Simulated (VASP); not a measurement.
# MnSb (Pm-3m) in VASP: a series of runs, part 2 of 2

VASP 6.6.1.

## 4. Single point, PBE

This run uses another cell than the first one, of 20.93 Å³/atom.

Input file INCAR:

```
SYSTEM = MnSb
  PREC = Accurate
  ENCUT = 520
  EDIFF = 1E-7
  ISMEAR = 0
  SIGMA = 0.1
  LREAL = .FALSE.
  LASPH = .TRUE.
  NELM = 100
  ALGO = Normal
  ISIF = 2
  LWAVE = .FALSE.
  LCHARG = .TRUE.
  GGA = PE
  LELF = .TRUE.
  LVHAR = .TRUE.
  NBANDS = 16
```

Input file KPOINTS:

```
regular mesh
0
G
  12 12 12
  0 0 0
```

Input file POSCAR:

```
MnSb
1.0
    3.4722228207      0.0000000000      0.0000000000
    0.0000000000      3.4722228207      0.0000000000
    0.0000000000      0.0000000000      3.4722228207
Mn Sb
1 1
Direct
    0.0000000000      0.0000000000      0.0000000000
    0.5000000000      0.5000000000      0.5000000000
```

Potentials or basis: VASP PAW PBE potentials, release 64 (Mn_pv, Sb).

The run is started by

```console
> cat potpaw_PBE.64/Mn_pv/POTCAR potpaw_PBE.64/Sb/POTCAR > POTCAR
> mpirun -np 1 vasp_std > vasp.out
```

OUTCAR:

```text
SYSTEM = MnSb
   PREC = Accurate
   ENCUT = 520
   EDIFF = 1E-7
   ISMEAR = 0
   LREAL = .FALSE.
   LASPH = .TRUE.
   NELM = 100
   ISIF = 2
   GGA = PE

 ion  position               nearest neighbor table
   1  0.000  0.000  0.000-   2 3.01   2 3.01   2 3.01   2 3.01   2 3.01   2 3.01   2 3.01   2 3.01

   2  0.500  0.500  0.500-   1 3.01   1 3.01   1 3.01   1 3.01   1 3.01   1 3.01   1 3.01   1 3.01

  LATTYP: Found a simple cubic cell.
 ALAT       =     3.4722228207

  Lattice vectors:

 A1 = (   3.4722228207,   0.0000000000,   0.0000000000)
 A2 = (   0.0000000000,   3.4722228207,   0.0000000000)
 A3 = (   0.0000000000,   0.0000000000,   3.4722228207)

Analysis of symmetry for initial positions (statically):
=====================================================================
 Subroutine PRICEL returns:
 Original cell was already a primitive cell.

 Routine SETGRP: Setting up the symmetry group for a
 simple cubic supercell.

 Subroutine GETGRP returns: Found 48 space group operations
 (whereof 48 operations were pure point group operations)
 out of a pool of 48 trial point group operations.

The static configuration has the point symmetry O_h .

Analysis of symmetry for dynamics (positions and initial velocities):
=====================================================================
 Subroutine PRICEL returns:
 Original cell was already a primitive cell.

 Routine SETGRP: Setting up the symmetry group for a
 simple cubic supercell.

 Subroutine GETGRP returns: Found 48 space group operations
 (whereof 48 operations were pure point group operations)
 out of a pool of 48 trial point group operations.

The dynamic configuration has the point symmetry O_h .

 Subroutine INISYM returns: Found 48 space group operations
 (whereof 48 operations are pure point group operations),
 and found     1 'primitive' translations

----------------------------------------------------------------------------------------

                                     Primitive cell

  volume of cell :      41.8623

  direct lattice vectors                    reciprocal lattice vectors
     3.472222821  0.000000000  0.000000000     0.287999950  0.000000000  0.000000000
     0.000000000  3.472222821  0.000000000     0.000000000  0.287999950  0.000000000
     0.000000000  0.000000000  3.472222821     0.000000000  0.000000000  0.287999950

  length of vectors
     3.472222821  3.472222821  3.472222821     0.287999950  0.287999950  0.287999950

  position of ions in fractional coordinates (direct lattice)
     0.000000000  0.000000000  0.000000000
     0.500000000  0.500000000  0.500000000

  ion indices of the primitive-cell ions
   primitive index   ion index
                 1           1
                 2           2

----------------------------------------------------------------------------------------

 KPOINTS: regular mesh

Automatic generation of k-mesh.
 Grid dimensions read from file:
 generate k-points for:   12   12   12

 Generating k-lattice:

  Cartesian coordinates                     Fractional coordinates (reciprocal lattice)
     0.023999996  0.000000000  0.000000000     0.083333333  0.000000000  0.000000000
     0.000000000  0.023999996  0.000000000     0.000000000  0.083333333  0.000000000
     0.000000000  0.000000000  0.023999996     0.000000000  0.000000000  0.083333333

  Length of vectors
     0.023999996  0.023999996  0.023999996

  Shift w.r.t. Gamma in fractional coordinates (k-lattice)
     0.000000000  0.000000000  0.000000000

 Subroutine IBZKPT returns following result:
 ===========================================

 Found     84 irreducible k-points:

 Following reciprocal coordinates:
            Coordinates               Weight
  0.000000  0.000000  0.000000      1.000000
  0.083333  0.000000  0.000000      6.000000
  0.166667  0.000000  0.000000      6.000000
  0.250000  0.000000  0.000000      6.000000
  0.333333  0.000000  0.000000      6.000000
  0.416667  0.000000  0.000000      6.000000
[... 16 lines left out ...]
  0.333333  0.333333  0.000000     12.000000
  0.416667  0.333333  0.000000     24.000000
 [... further k-points ...]
   k-points           NKPTS =     84   k-points in BZ     NKDIM =     84   number of bands    NBANDS=     16
   number of dos      NEDOS =    301   number of ions     NIONS =      2
   total plane-waves  NPLWV =  21952
   dimension x,y,z NGX =    28 NGY =   28 NGZ =   28
   dimension x,y,z NGXF=    56 NGYF=   56 NGZF=   56
   ions per type =               1   1
   NGX,Y,Z   is equivalent  to a cutoff of  13.41, 13.41, 13.41 a.u.
   NGXF,Y,Z  is equivalent  to a cutoff of  26.81, 26.81, 26.81 a.u.
 SYSTEM =  MnSb
   PREC   = accura    normal or accurate (medium, high low for compatibility)
   ISTART =      0    job   : 0-new  1-cont  2-samecut
   ICHARG =      2    charge: 1-file 2-atom 10-const
   ISPIN  =      1    spin polarized calculation?
   LNONCOLLINEAR =      F non collinear calculations
   LSORBIT =      F    spin-orbit coupling
   LASPH  =      T    aspherical Exc in radial PAW
   ENCUT  =  520.0 eV  38.22 Ry    6.18 a.u.   6.46  6.46  6.46*2*pi/ulx,y,z
   NELM   =    100;   NELMIN=  2; NELMDL= -5     # of ELM steps
   EDIFF  = 0.1E-06   stopping-criterion for ELM
   LREAL  =      F    real-space projection
   EDIFFG = 0.1E-05   stopping-criterion for IOM
   NSW    =      0    number of steps for IOM
   IBRION =     -1    ionic relax: 0-MD 1-quasi-New 2-CG
   NFREE  =      0    steps in history (QN), initial steepest desc. (CG)
   ISIF   =      2    stress and relaxation
   ISYM   =      2    0-nonsym 1-usesym 2-fastsym
   POTIM  = 0.5000    time-step for ionic-motion
   TEBEG  =    0.0;   TEEND  =   0.0 temperature during run
   PSTRESS=    0.0 pullay stress
   NELECT =      18.0000    total number of electrons
   NUPDOWN=      -1.0000    fix difference up-down
   EMIN   =  10.00;   EMAX   =-10.00  energy-range for DOS
   EFERMI =   0.00;   METHOD = LEGACY
   ISMEAR =     0;   SIGMA  =   0.10  broadening in eV -4-tet -1-fermi 0-gaus
   EFERMI_NEDOS =   21; number of points for ismear=-14 and -15
   IALGO  =     38    algorithm
   IMIX   =      4    mixing-type and parameters
     AMIX     =   0.40;   BMIX     =  1.00
     AMIX_MAG =   1.60;   BMIX_MAG =  1.00
  volume/ion in A,a.u.               =      20.93       141.25
  Fermi-wavevector in a.u.,A,eV,Ry     =   1.235638  2.335018 20.773407  1.526802
  Thomas-Fermi vector in A             =   2.370280
   LORBIT       =      0    0 simple, 1 ext, 2 COOP (PROOUT), +10 PAW based schemes
   GGA     = PE    functional components
   LHFCALC =     F    Hartree Fock is set to
   AEXX    =    0.0000 exact exchange contribution
   IVDW    =     0    specifies the selected vdW correction
   LEPSILON=     F    determine dielectric tensor
   LRPA    =     F    only Hartree local field effects (RPA)
 non-spin polarized calculation
 Gauss-broadening in eV      SIGMA  =   0.10
  energy-cutoff  :      520.00
  volume of cell :       41.86
 maximum number of plane-waves:      1146
 NGX is ok and might be reduce to    28
   NGX = 13   NGY = 13   NGZ = 13

 number of electron      17.9999997 magnetization

 Free energy of the ion-electron system (eV)
  ---------------------------------------------------
  ext. energy  EPLUGINS =         0.00000000
  ---------------------------------------------------
  free energy    TOTEN  =       -11.46148360 eV

  energy without entropy =      -11.44482751  energy(sigma->0) =      -11.45315556

 E-fermi :   7.7676     XC(G=0): -10.9234

 val. band max:        7.7670218732   @ k =   0.1667   0.0000   0.0000
 cond. band min:       7.7681958055   @ k =   0.2500   0.0000   0.0000
 fundamental gap:      0.0011739323
 Fermi energy:         7.7675716743

 k-point     1 :       0.0000    0.0000    0.0000
  band No.  band energies     occupation
      1     -39.7988      2.00000
      2     -39.7988      2.00000
      3     -39.7988      2.00000
      4      -3.8544      2.00000
      5       6.5437      2.00000
      6       6.5437      2.00000
[... 8 lines left out ...]
     15      14.5291      0.00000
     16      22.0971      0.00000
[... 419 lines left out ...]
 k-point    24 :       0.4167    0.3333    0.0000
  band No.  band energies     occupation
      1     -39.8074      2.00000
      2     -39.8054      2.00000
      3     -39.7975      2.00000
      4      -1.3392      2.00000
      5       3.3314      2.00000
      6       4.5801      2.00000
[... 8 lines left out ...]
     15      17.1916      0.00000
     16      17.3277      0.00000

 [... further k-points ...]

------------------------ aborting loop because EDIFF is reached ----------------------------------------

  FORCE on cell =-STRESS in cart. coord.  units (eV):
  Direction    XX          YY          ZZ          XY          YZ          ZX
  --------------------------------------------------------------------------------------
  -------------------------------------------------------------------------------------
  Total       -5.2826583     -5.2826583     -5.2826583      0.0000000      0.0000000     -0.0000000
  in kB     -202.1810017   -202.1810017   -202.1810017      0.0000000      0.0000000     -0.0000000
  external PRESSURE =    -202.1810017 kB  Pullay stress =       0.0000000 kB

 VOLUME and BASIS-vectors are now :
 -----------------------------------------------------------------------------
  energy-cutoff  :      520.00
  volume of cell :       41.86
      direct lattice vectors                 reciprocal lattice vectors
     3.472222821  0.000000000  0.000000000     0.287999950  0.000000000  0.000000000
     0.000000000  3.472222821  0.000000000     0.000000000  0.287999950  0.000000000
     0.000000000  0.000000000  3.472222821     0.000000000  0.000000000  0.287999950

 POSITION                                       TOTAL-FORCE (eV/Angst)
 -----------------------------------------------------------------------------------
      0.00000      0.00000      0.00000         0.000000      0.000000      0.000000
      1.73611      1.73611      1.73611         0.000000      0.000000      0.000000
 -----------------------------------------------------------------------------------
    total drift:                               -0.000000     -0.000000     -0.000000

  FREE ENERGIE OF THE ION-ELECTRON SYSTEM (eV)
  ---------------------------------------------------
  free  energy   TOTEN  =       -11.4614836019 eV

  energy  without entropy=      -11.4448275128  energy(sigma->0) =      -11.45315556
```

Run time: 51 s. Hardware: 1 thread of Intel Xeon Platinum 8259CL at 2.50GHz (Skylake/Cascade Lake), shared host; peak memory 0.2 GiB.

What came out:

| Quantity | Value |
| --- | --- |
| Free energy | -11.4615 eV |
| Pressure | -20.2 GPa |
| Band gap on the k mesh | zero (bands 9 and 10 overlap by 0.61 eV) |

Caveat: the cell stands under tension; spin-orbit coupling is left out, which moves the levels of the heavy elements; the run has no spin polarisation, though such a crystal can be magnetic. Spin polarisation is off, so any magnetic state and its effect on volume and gap are missing.

## 5. Single point, PBE

This run uses another cell than the first one, of 22.45 Å³/atom.

Input file INCAR:

```
SYSTEM = MnSb
ALGO     = Normal         ! electronic algorithm
EDIFF    = 1E-6           ! SCF threshold, eV
ENCUT    = 520            ! plane-wave cutoff, eV
GGA      = PE             ! functional
ISIF     = 2              ! what is computed and relaxed
ISMEAR   = 0              ! smearing method
LASPH    = .TRUE.         ! aspherical terms in the spheres
LCHARG   = .FALSE.        ! write CHGCAR
LREAL    = .FALSE.        ! projectors in reciprocal space
LWAVE    = .FALSE.        ! write WAVECAR
NBANDS   = 16             ! bands
NELM     = 80             ! most SCF steps
PREC     = Accurate       ! precision mode
SIGMA    = 0.1            ! smearing width, eV
```

Input file KPOINTS:

```
k-points
0
G
  12 12 12
  0 0 0
```

Input file POSCAR:

```
MnSb
1.0
    3.5544359640      0.0000000000      0.0000000000
    0.0000000000      3.5544359640      0.0000000000
    0.0000000000      0.0000000000      3.5544359640
Mn Sb
1 1
Direct
    0.0000000000      0.0000000000      0.0000000000
    0.5000000000      0.5000000000      0.5000000000
```

The run is started by

```console
> cat potpaw_PBE.64/Mn_pv/POTCAR potpaw_PBE.64/Sb/POTCAR > POTCAR
> mpirun -np 1 vasp_std > vasp.out
```

Run time: 44 s. Hardware: 1 thread of Intel Xeon Platinum 8259CL at 2.50GHz (Skylake/Cascade Lake), shared host; peak memory 0.2 GiB.

Results (log left out):

```
Free energy            : -11.0654 eV
Pressure               : -21.3 GPa
Band gap on the k mesh : zero (bands 9 and 10 overlap by 0.57 eV)
```

Levels at points of the mesh, in eV from the Fermi level:
```csv
k point,band 5,band 6,band 7,band 8,band 9,band 10,band 11,band 12,band 13,band 14
"(0.00, 0.00, 0.00)",-1.07,-1.07,-0.01,-0.01,-0.01,0.83,0.83,0.83,3.20,6.57
"(0.50, 0.00, 0.00)",-5.61,-0.99,-0.99,-0.82,0.02,0.38,3.70,3.70,5.71,6.79
"(0.50, 0.50, 0.00)",-3.65,-3.65,-1.41,-0.34,-0.34,0.31,0.34,1.41,3.40,8.89
"(0.50, 0.50, 0.50)",-3.34,-3.34,-3.34,0.36,0.36,1.92,1.92,1.92,2.01,2.01
```

Caveat: the cell stands under tension; spin-orbit coupling is left out, which moves the levels of the heavy elements; the run has no spin polarisation, though such a crystal can be magnetic. Spin polarisation is off, so any magnetic state and its effect on volume and gap are missing.

## 6. Single point, PBE, collinear spin

Input file INCAR:

```
ALGO = Normal ; EDIFF = 1E-7
ENCUT = 520 ; GGA = PE
ISIF = 2 ; ISMEAR = 0
ISPIN = 2 ; LASPH = T
LCHARG = T ; LELF = T
LMAXMIX = 4 ; LORBIT = 11
LREAL = F ; LVHAR = T
LWAVE = F ; MAGMOM = 3.44 -0.11
NBANDS = 20 ; NELM = 150
PREC = Accurate ; SIGMA = 0.1
```

Input file KPOINTS:

```
k-points
0
Gamma
  12 12 12
```

Input file POSCAR:

```
MnSb
1.0
    3.3636440039      0.0000000000      0.0000000000
    0.0000000000      3.3636440039      0.0000000000
    0.0000000000      0.0000000000      3.3636440039
Mn Sb
1 1
Direct
    0.0000000000      0.0000000000      0.0000000000
    0.5000000000      0.5000000000      0.5000000000
```

Potentials or basis: VASP PAW PBE potentials, release 64 (Mn_pv, Sb).

The run is started by

```console
> cat potpaw_PBE.64/Mn_pv/POTCAR potpaw_PBE.64/Sb/POTCAR > POTCAR
> mpirun -np 1 vasp_std > vasp.out
```

OUTCAR:

```text
EDIFF = 1E-7
   ENCUT = 520
   GGA = PE
   ISIF = 2
   ISMEAR = 0
   ISPIN = 2
   LASPH = T
   LORBIT = 11
   LREAL = F
   NELM = 150
   PREC = Accurate

 ion  position               nearest neighbor table
   1  0.000  0.000  0.000-   2 2.91   2 2.91   2 2.91   2 2.91   2 2.91   2 2.91   2 2.91   2 2.91

   2  0.500  0.500  0.500-   1 2.91   1 2.91   1 2.91   1 2.91   1 2.91   1 2.91   1 2.91   1 2.91

  LATTYP: Found a simple cubic cell.
 ALAT       =     3.3636440039

  Lattice vectors:

 A1 = (   3.3636440039,   0.0000000000,   0.0000000000)
 A2 = (   0.0000000000,   3.3636440039,   0.0000000000)
 A3 = (   0.0000000000,   0.0000000000,   3.3636440039)

Analysis of symmetry for initial positions (statically):
=====================================================================
 Subroutine PRICEL returns:
 Original cell was already a primitive cell.

 Routine SETGRP: Setting up the symmetry group for a
 simple cubic supercell.
[... 751 lines left out ...]
      3     -36.7144      1.00000
      4      -3.2226      1.00000
      5       8.6277      1.00000
      6       8.6277      1.00000
[... 541 lines left out ...]
     19      24.0929      0.00000
     20      24.2024      0.00000

 [... further k-points ...]

------------------------ aborting loop because EDIFF is reached ----------------------------------------

  FORCE on cell =-STRESS in cart. coord.  units (eV):
  Direction    XX          YY          ZZ          XY          YZ          ZX
  --------------------------------------------------------------------------------------
  -------------------------------------------------------------------------------------
  Total       -0.0093533     -0.0093533     -0.0093533     -0.0000000      0.0000000      0.0000000
  in kB       -0.3937710     -0.3937710     -0.3937710     -0.0000000      0.0000000      0.0000000
  external PRESSURE =      -0.3937710 kB  Pullay stress =       0.0000000 kB

 VOLUME and BASIS-vectors are now :
 -----------------------------------------------------------------------------
  energy-cutoff  :      520.00
  volume of cell :       38.06
      direct lattice vectors                 reciprocal lattice vectors
     3.363644004  0.000000000  0.000000000     0.297296622  0.000000000  0.000000000
     0.000000000  3.363644004  0.000000000     0.000000000  0.297296622  0.000000000
     0.000000000  0.000000000  3.363644004     0.000000000  0.000000000  0.297296622

 POSITION                                       TOTAL-FORCE (eV/Angst)
 -----------------------------------------------------------------------------------
      0.00000      0.00000      0.00000         0.000000      0.000000      0.000000
      1.68182      1.68182      1.68182         0.000000      0.000000      0.000000
 -----------------------------------------------------------------------------------
    total drift:                               -0.000000     -0.000000     -0.000000

  FREE ENERGIE OF THE ION-ELECTRON SYSTEM (eV)
  ---------------------------------------------------
  free  energy   TOTEN  =       -12.5312615820 eV

  energy  without entropy=      -12.5197206382  energy(sigma->0) =      -12.52549111

 total charge

# of ion       s       p       d       tot
------------------------------------------
    1        0.246   6.164   5.105  11.515
    2        1.194   1.184   0.059   2.437
--------------------------------------------------
tot          1.440   7.348   5.164  13.952

 magnetization (x)

# of ion       s       p       d       tot
------------------------------------------
    1        0.021   0.016   3.194   3.231
    2        0.025  -0.138   0.000  -0.113
--------------------------------------------------
tot          0.045  -0.121   3.194   3.118
```

Run time: 2.3 min. Hardware: 1 thread of Intel Xeon Platinum 8259CL at 2.50GHz (Skylake/Cascade Lake), shared host; peak memory 0.25 GiB.

Results:

```
Free energy                                           : -12.5313 eV
Pressure                                              : 0.0 GPa
Net moment                                            : 3.13 μB per cell
Site moments                                          : Mn +3.23; Sb -0.11 μB
Valence electrons inside the program's atomic spheres : Mn 11.52; Sb 2.44
```

Caveat: spin-orbit coupling is left out, which moves the levels of the heavy elements; a cell with one magnetic atom can't hold antiferromagnetic order, which such compounds often take.

## 7. Overview

```csv
spin,cell,gap on the mesh (eV),pressure (GPa)
off,"a = 3.364 Å, 2 atoms",none,-16.8
off,"a = 3.408 Å, 2 atoms",none,-18.5
off,"a = 3.472 Å, 2 atoms",none,-20.2
off,"a = 3.554 Å, 2 atoms",none,-21.3
collinear,"a = 3.364 Å, 2 atoms",none,0.0
```

Alike in all rows: task single point; level PBE; potentials or basis VASP PAW PBE potentials, release 64 (Mn_pv, Sb); k mesh 12 × 12 × 12; cutoff (eV) 520; smearing gaussian 0.1 eV.

Caveats: spin-orbit coupling is left out, which moves the levels of the heavy elements; the cell stands under tension (at least some runs); a cell with one magnetic atom can't hold antiferromagnetic order, which such compounds often take (at least some runs).

Total energies depend on the potentials used, so only differences within one code and one set of settings carry meaning.

The gap in the log of VASP goes by the Fermi energy; the results here count the filled bands.